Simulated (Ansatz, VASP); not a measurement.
# Two plane-wave programs on Ta

```
CELL_PARAMETERS angstrom
-1.65128 1.65128 -1.65128
-1.65128 -1.65128 1.65128
0.00000 6.88022 6.33002
ATOMIC_POSITIONS crystal
Ta 0.92711 0.07289 0.87500
Ta 0.48959 0.51041 0.12500
Ta 0.96876 0.03124 0.37500
Ta 0.44794 0.55206 0.62500
```

Alike in both runs: task single point; functional PBEsol; k mesh 17 × 17 × 5; occupations gaussian, width 0.15 eV; no spin polarisation.

|  | VASP | Ansatz |
| --- | --- | --- |
| version | VASP 6.6.1 | Ansatz 0.2.0 |
| potentials or method | VASP PAW PBE potentials, release 64 (Ta_pv), cutoff 520 eV | scalar-relativistic, plane waves, PAW |
| valence electrons in the cell | 44 | 52 |

VASP gave:

```
gap on the k mesh at the Fermi level (eV)                     : none
pressure (GPa)                                                : -3.2
traceless stress, the component that is largest in VASP (GPa) : -1.91
rms of the force components (eV/Å)                            : 0.174
```

Q: What did Ansatz give for the same quantities?

A: gap on the k mesh at the Fermi level (eV): none; pressure (GPa): -3.3; traceless stress, the component that is largest in VASP (GPa): -1.91; rms of the force components (eV/Å): 0.174.

VASP's potentials were made for PBE, not for PBEsol. Atom by atom the forces differ by 0.000 eV/Å (rms over components). A gap of «none» marks a metal or a gap that the smearing closes. VASP's potentials hold 44 valence electrons a cell and Ansatz's 52, so a difference there can come from the potentials and not from the codes.

Spin-orbit coupling is off throughout.
